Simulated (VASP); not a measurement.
# SnO (P2_1/m) in VASP: single point with PBE

Aim: the single point of SnO with PBE.

Program: VASP 6.6.1. These are calculated values, not measurements. Logs are shortened: lines on timing, memory, paths and dates and some standing lists are left out, and cuts for length are marked.

### Step 1. The cell of the first run

The structure is monoclinic, space group P2_1/m (No. 11). The conventional cell has a = 3.868 Å, b = 3.868 Å, c = 5.103 Å, α = 90.00°, β = 96.84°, γ = 90.00°. Within 3.0 Å of Sn (site symmetry m) lie 4 O at 2.25 Å. Within 3.0 Å of O (site symmetry m) lie 4 Sn at 2.25 Å and 4 O at 2.71 to 2.76 Å.

### Step 2. Single point, PBE

File INCAR:

```
ALGO     = Normal         # electronic algorithm
EDIFF    = 1E-6           # SCF threshold, eV
ENCUT    = 520            # plane-wave cutoff, eV
GGA      = PE             # functional
ISIF     = 2              # what is computed and relaxed
ISMEAR   = 0              # smearing method
LASPH    = T              # aspherical terms in the spheres
LCHARG   = F              # write CHGCAR
LREAL    = F              # projectors in reciprocal space
LWAVE    = F              # write WAVECAR
NBANDS   = 28             # bands
NELM     = 80             # most SCF steps
PREC     = Accurate       # precision mode
SIGMA    = 0.01           # smearing width, eV
```

File KPOINTS:

```
k-points
0
Gamma
  10 10 8
```

File POSCAR:

```
SnO
1.0
    3.8682628244      0.0000000000      0.0000000000
    0.0000000000      3.8682628244      0.0000000000
    0.6079488232      0.0000000000      5.0662401931
Sn O
2 2
Direct
   -0.0310851465      0.5000000000      0.2279827662
    0.5310851465      0.0000000000      0.7720172338
    0.5038730984      0.5000000000      0.0005639214
   -0.0038730984      0.0000000000     -0.0005639214
```

Potentials or basis: VASP PAW PBE potentials, release 64 (Sn_d, O).

Launch:

```
$ cat potpaw_PBE.64/Sn_d/POTCAR potpaw_PBE.64/O/POTCAR > POTCAR
$ mpirun -np 1 vasp_std > vasp.out
```

OUTCAR:

```text
EDIFF = 1E-6
   ENCUT = 520
   GGA = PE
   ISIF = 2
   ISMEAR = 0
   LASPH = T
   LREAL = F
   NELM = 80
   PREC = Accurate

 ion  position               nearest neighbor table
   1  0.969  0.500  0.228-   3 2.25   3 2.25   4 2.25   4 2.25   2 3.56   2 3.56   2 3.60   2 3.60
                             2 3.63   2 3.63
   2  0.531  0.000  0.772-   4 2.25   4 2.25   3 2.25   3 2.25   1 3.56   1 3.56   1 3.60   1 3.60
                             1 3.63   1 3.63
   3  0.504  0.500  0.001-   1 2.25   1 2.25   2 2.25   2 2.25
   4  0.996  0.000  0.999-   2 2.25   2 2.25   1 2.25   1 2.25

  LATTYP: Found a simple monoclinic cell.
 ALAT       =     3.8682628244
 B/A-ratio  =     1.0000000000
 C/A-ratio  =     1.3190899828
 COS(beta)  =    -0.1191452206

  Lattice vectors:

 A1 = (   3.8682628244,   0.0000000000,   0.0000000000)
 A2 = (   0.0000000000,  -3.8682628244,   0.0000000000)
 A3 = (  -0.6079488232,   0.0000000000,  -5.0662401931)

Analysis of symmetry for initial positions (statically):
=====================================================================
 Subroutine PRICEL returns:
 Original cell was already a primitive cell.

 Routine SETGRP: Setting up the symmetry group for a
 simple monoclinic supercell.

 Subroutine GETGRP returns: Found  4 space group operations
 (whereof  2 operations were pure point group operations)
 out of a pool of  4 trial point group operations.

The static configuration has the point symmetry C_1h.
 The point group associated with its full space group is C_2h.

Analysis of symmetry for dynamics (positions and initial velocities):
=====================================================================
 Subroutine PRICEL returns:
 Original cell was already a primitive cell.

 Routine SETGRP: Setting up the symmetry group for a
 simple monoclinic supercell.

 Subroutine GETGRP returns: Found  4 space group operations
 (whereof  2 operations were pure point group operations)
 out of a pool of  4 trial point group operations.

The dynamic configuration has the point symmetry C_1h.
 The point group associated with its full space group is C_2h.

 Subroutine INISYM returns: Found  4 space group operations
 (whereof  2 operations are pure point group operations),
 and found     1 'primitive' translations

----------------------------------------------------------------------------------------

                                     Primitive cell

  volume of cell :      75.8085

  direct lattice vectors                    reciprocal lattice vectors
     3.868262824  0.000000000  0.000000000     0.258513975  0.000000000 -0.031021677
     0.000000000  3.868262824  0.000000000     0.000000000  0.258513975  0.000000000
     0.607948823  0.000000000  5.066240193     0.000000000  0.000000000  0.197385035

  length of vectors
     3.868262824  3.868262824  5.102586743     0.260368623  0.258513975  0.197385035

  position of ions in fractional coordinates (direct lattice)
     0.968914854  0.500000000  0.227982766
     0.531085146  0.000000000  0.772017234
     0.503873098  0.500000000  0.000563921
     0.996126902  0.000000000  0.999436079

  ion indices of the primitive-cell ions
   primitive index   ion index
                 1           1
                 2           2
                 3           3
                 4           4

----------------------------------------------------------------------------------------

 KPOINTS: k-points

Automatic generation of k-mesh.
 Grid dimensions read from file:
 generate k-points for:   10   10    8

 Generating k-lattice:

  Cartesian coordinates                     Fractional coordinates (reciprocal lattice)
     0.025851398  0.000000000 -0.003102168     0.100000000  0.000000000 -0.000000000
     0.000000000  0.025851398  0.000000000     0.000000000  0.100000000  0.000000000
     0.000000000  0.000000000  0.024673129     0.000000000  0.000000000  0.125000000

  Length of vectors
     0.026036862  0.025851398  0.024673129

  Shift w.r.t. Gamma in fractional coordinates (k-lattice)
     0.000000000  0.000000000  0.000000000

 Subroutine IBZKPT returns following result:
 ===========================================

 Found    252 irreducible k-points:

 Following reciprocal coordinates:
            Coordinates               Weight
  0.000000  0.000000  0.000000      1.000000
  0.100000  0.000000 -0.000000      2.000000
  0.200000  0.000000 -0.000000      2.000000
  0.300000  0.000000 -0.000000      2.000000
  0.400000  0.000000 -0.000000      2.000000
  0.500000  0.000000  0.000000      1.000000
[... 16 lines left out ...]
  0.400000  0.300000 -0.000000      4.000000
  0.500000  0.300000  0.000000      2.000000
 [... further k-points ...]
   k-points           NKPTS =    252   k-points in BZ     NKDIM =    252   number of bands    NBANDS=     28
   number of dos      NEDOS =    301   number of ions     NIONS =      4
   total plane-waves  NPLWV =  36000
   dimension x,y,z NGX =    30 NGY =   30 NGZ =   40
   dimension x,y,z NGXF=    60 NGYF=   60 NGZF=   80
   ions per type =               2   2
   NGX,Y,Z   is equivalent  to a cutoff of  12.89, 12.89, 13.03 a.u.
   NGXF,Y,Z  is equivalent  to a cutoff of  25.79, 25.79, 26.06 a.u.
 SYSTEM =  unknown system
   PREC   = accura    normal or accurate (medium, high low for compatibility)
   ISTART =      0    job   : 0-new  1-cont  2-samecut
   ICHARG =      2    charge: 1-file 2-atom 10-const
   ISPIN  =      1    spin polarized calculation?
   LNONCOLLINEAR =      F non collinear calculations
   LSORBIT =      F    spin-orbit coupling
   LASPH  =      T    aspherical Exc in radial PAW
   ENCUT  =  520.0 eV  38.22 Ry    6.18 a.u.   7.19  7.19  9.49*2*pi/ulx,y,z
   NELM   =     80;   NELMIN=  2; NELMDL= -5     # of ELM steps
   EDIFF  = 0.1E-05   stopping-criterion for ELM
   LREAL  =      F    real-space projection
   EDIFFG = 0.1E-04   stopping-criterion for IOM
   NSW    =      0    number of steps for IOM
   IBRION =     -1    ionic relax: 0-MD 1-quasi-New 2-CG
   NFREE  =      0    steps in history (QN), initial steepest desc. (CG)
   ISIF   =      2    stress and relaxation
   ISYM   =      2    0-nonsym 1-usesym 2-fastsym
   POTIM  = 0.5000    time-step for ionic-motion
   TEBEG  =    0.0;   TEEND  =   0.0 temperature during run
   PSTRESS=    0.0 pullay stress
   NELECT =      40.0000    total number of electrons
   NUPDOWN=      -1.0000    fix difference up-down
   EMIN   =  10.00;   EMAX   =-10.00  energy-range for DOS
   EFERMI =   0.00;   METHOD = LEGACY
   ISMEAR =     0;   SIGMA  =   0.01  broadening in eV -4-tet -1-fermi 0-gaus
   EFERMI_NEDOS =   21; number of points for ismear=-14 and -15
   IALGO  =     38    algorithm
   IMIX   =      4    mixing-type and parameters
     AMIX     =   0.40;   BMIX     =  1.00
     AMIX_MAG =   1.60;   BMIX_MAG =  1.00
  volume/ion in A,a.u.               =      18.95       127.90
  Fermi-wavevector in a.u.,A,eV,Ry     =   1.322885  2.499891 23.810550  1.750026
  Thomas-Fermi vector in A             =   2.452534
   LORBIT       =      0    0 simple, 1 ext, 2 COOP (PROOUT), +10 PAW based schemes
   GGA     = PE    functional components
   LHFCALC =     F    Hartree Fock is set to
   AEXX    =    0.0000 exact exchange contribution
   IVDW    =     0    specifies the selected vdW correction
   LEPSILON=     F    determine dielectric tensor
   LRPA    =     F    only Hartree local field effects (RPA)
 non-spin polarized calculation
 Gauss-broadening in eV      SIGMA  =   0.01
  energy-cutoff  :      520.00
  volume of cell :       75.81
 maximum number of plane-waves:      2062
 NGX is ok and might be reduce to    30
   NGX = 15   NGY = 15   NGZ = 19

 number of electron      40.0000004 magnetization

 Free energy of the ion-electron system (eV)
  ---------------------------------------------------
  ext. energy  EPLUGINS =         0.00000000
  ---------------------------------------------------
  free energy    TOTEN  =       -22.66415047 eV

  energy without entropy =      -22.66415047  energy(sigma->0) =      -22.66415047

 E-fermi :   6.3143     XC(G=0):  -9.8027

 val. band max:        6.1999252151   @ k =   0.1000   0.0000  -0.0000
 cond. band min:       6.7336772348   @ k =   0.5000   0.4000   0.0000
 fundamental gap:      0.5337520198
 Fermi energy:         6.3142655762

 k-point     1 :       0.0000    0.0000    0.0000
  band No.  band energies     occupation
      1     -15.5958      2.00000
      2     -15.2305      2.00000
      3     -15.2280      2.00000
      4     -15.2185      2.00000
      5     -15.1866      2.00000
      6     -15.1780      2.00000
[... 20 lines left out ...]
     27      13.2716      0.00000
     28      14.5628      0.00000

 k-point     2 :       0.1000    0.0000   -0.0000
  band No.  band energies     occupation
      1     -15.5904      2.00000
      2     -15.2286      2.00000
      3     -15.2252      2.00000
      4     -15.2180      2.00000
      5     -15.1881      2.00000
      6     -15.1762      2.00000
[... 20 lines left out ...]
     27      13.3185      0.00000
     28      14.9417      0.00000

 k-point     3 :       0.2000    0.0000   -0.0000
  band No.  band energies     occupation
      1     -15.5751      2.00000
      2     -15.2534      2.00000
      3     -15.2234      2.00000
      4     -15.2152      2.00000
      5     -15.1994      2.00000
      6     -15.1920      2.00000
[... 20 lines left out ...]
     27      13.4817      0.00000
     28      16.1257      0.00000

 k-point     4 :       0.3000    0.0000   -0.0000
  band No.  band energies     occupation
      1     -15.5512      2.00000
      2     -15.3321      2.00000
      3     -15.2163      2.00000
      4     -15.2082      2.00000
      5     -15.1968      2.00000
      6     -15.1928      2.00000
[... 578 lines left out ...]
     27      13.4455      0.00000
     28      14.6664      0.00000

 k-point    23 :       0.4000    0.3000   -0.0000
  band No.  band energies     occupation
      1     -15.5321      2.00000
      2     -15.4761      2.00000
      3     -15.2046      2.00000
      4     -15.2003      2.00000
      5     -15.1961      2.00000
      6     -15.1842      2.00000
[... 20 lines left out ...]
     27      13.3475      0.00000
     28      14.1227      0.00000

 k-point    24 :       0.5000    0.3000    0.0000
  band No.  band energies     occupation
      1     -15.5150      2.00000
      2     -15.5061      2.00000
      3     -15.2045      2.00000
      4     -15.2019      2.00000
      5     -15.1914      2.00000
      6     -15.1834      2.00000
[... 20 lines left out ...]
     27      13.4634      0.00000
     28      13.8613      0.00000

 [... further k-points ...]

------------------------ aborting loop because EDIFF is reached ----------------------------------------

  FORCE on cell =-STRESS in cart. coord.  units (eV):
  Direction    XX          YY          ZZ          XY          YZ          ZX
  --------------------------------------------------------------------------------------
  -------------------------------------------------------------------------------------
  Total        0.3312908      0.4221092      0.5181133      0.0000000      0.0000000     -1.0016882
  in kB        7.0016807      8.9210855     10.9500883      0.0000000      0.0000000    -21.1702218
  external PRESSURE =       8.9576181 kB  Pullay stress =       0.0000000 kB

 VOLUME and BASIS-vectors are now :
 -----------------------------------------------------------------------------
  energy-cutoff  :      520.00
  volume of cell :       75.81
      direct lattice vectors                 reciprocal lattice vectors
     3.868262824  0.000000000  0.000000000     0.258513975  0.000000000 -0.031021677
     0.000000000  3.868262824  0.000000000     0.000000000  0.258513975  0.000000000
     0.607948823  0.000000000  5.066240193     0.000000000  0.000000000  0.197385035

 POSITION                                       TOTAL-FORCE (eV/Angst)
 -----------------------------------------------------------------------------------
      3.88662      1.93413      1.15502        -0.001952      0.000000      0.077159
      2.52372      0.00000      3.91122         0.001952      0.000000     -0.077159
      1.94946      1.93413      0.00286         0.002748      0.000000     -0.000279
      4.46089      0.00000      5.06338        -0.002748      0.000000      0.000279
 -----------------------------------------------------------------------------------
    total drift:                                0.000000     -0.000000     -0.000000

  FREE ENERGIE OF THE ION-ELECTRON SYSTEM (eV)
  ---------------------------------------------------
  free  energy   TOTEN  =       -22.6641504728 eV

  energy  without entropy=      -22.6641504728  energy(sigma->0) =      -22.66415047
```

Wall time 6.7 min (1 thread of Intel Xeon Platinum 8259CL at 2.50GHz (Skylake/Cascade Lake), shared host); peak memory 0.5 GiB.

Results:

| Quantity | Value |
| --- | --- |
| Free energy | -22.6642 eV |
| Pressure | 0.9 GPa |
| Largest force | 0.077 eV/Å |
| Band gap on the k mesh | 0.53 eV (least direct gap 1.83 eV) |

Forces in eV/Å, atoms in the order of the input:
```
Sn  -0.002  0.000  0.077
Sn   0.002  0.000 -0.077
O    0.003  0.000  0.000
O   -0.003  0.000  0.000
```

Stress tensor (GPa, compression positive):
```
 0.70  0.00 -2.12
 0.00  0.89  0.00
-2.12  0.00  1.10
```

Caveat: spin-orbit coupling is left out, which moves the levels of the heavy elements. A k mesh can miss the band edges.
